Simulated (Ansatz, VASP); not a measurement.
HfH3Cl: VASP beside Ansatz

```xyz
5
Lattice="3.3177 0.0000 0.0000 -1.6589 2.8732 0.0000 0.0000 0.0000 5.3408" Properties=species:S:1:pos:R:3 pbc="T T T"
Hf    0.0000    1.9155    0.0000
H     1.6589    0.9577    0.9425
H     1.6589    0.9577    4.3983
H     0.0000    0.0000    0.0000
Cl    0.0000    0.0000    2.6704
```

Change from the starting cell: species swapped into the GaFe3As type (P-6m2, No. 187).

Alike in both runs: functional PBE; k mesh 4 × 4 × 3; occupations gaussian, width 0.15 eV; no spin polarisation.

Ansatz relaxed the structure, and its values are those at the end. VASP's run is a single point on that final structure, the one shown.

|  | VASP | Ansatz |
| --- | --- | --- |
| version | VASP 6.6.1 | Ansatz 0.2.0 |
| potentials or method | VASP PAW PBE potentials, release 64 (Hf_pv, H, Cl), cutoff 500 eV | scalar-relativistic, plane waves, PAW |
| valence electrons in the cell | 20 | 36 |

```tsv
	VASP	Ansatz	Ansatz less VASP
gap on the k mesh at the Fermi level (eV)	none	none	-
pressure (GPa)	-0.8	0.0	+0.82
rms of the force components (eV/Å)	0.010	0.002	-0.0082
```

A gap of «none» marks a metal or a gap that the smearing closes. VASP's potentials hold 20 valence electrons a cell and Ansatz's 36, so a difference there can come from the potentials and not from the codes.

The k mesh is coarse, so the values compare programs but aren't converged. Neither program's run includes spin-orbit coupling.
